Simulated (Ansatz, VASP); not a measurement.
## Two plane-wave programs on Si5C3

```
CELL_PARAMETERS angstrom
3.40000 0.00000 0.00000
-1.70000 2.94449 0.00000
0.00000 0.00000 10.87000
ATOMIC_POSITIONS crystal
Si 0.00000 0.00000 0.00000
Si 0.33333 0.66667 0.23900
Si 0.66667 0.33333 0.47800
Si 0.33333 0.66667 0.71800
Si 0.33333 0.66667 0.93800
C 0.00000 0.00000 0.17900
C 0.33333 0.66667 0.41900
C 0.66667 0.33333 0.65800
```

Alike in both runs: task relaxation of cell and atoms; functional PBE; k mesh 5 × 5 × 2; occupations gaussian, width 0.2 eV; no spin polarisation.

|  | VASP | Ansatz |
| --- | --- | --- |
| version | VASP 6.6.1 | Ansatz 0.2.0 |
| potentials or method | VASP PAW PBE potentials, release 64 (Si, C), cutoff 600 eV | scalar-relativistic, plane waves, PAW |
| valence electrons in the cell | 32 | 32 |

|  | VASP | Ansatz | Ansatz less VASP |
| --- | --- | --- | --- |
| gap on the k mesh at the Fermi level, each at its own relaxed structure (eV) | none | none | - |
| relaxed volume (Å³/atom) | 12.15 | 12.01 | -0.144 |
| relaxed cell length with the largest relative difference (Å) | 11.310 | 11.632 | +0.3219 |

A gap of «none» marks a metal or a gap that the smearing closes.

The k mesh is coarse, so the values compare programs but aren't converged.
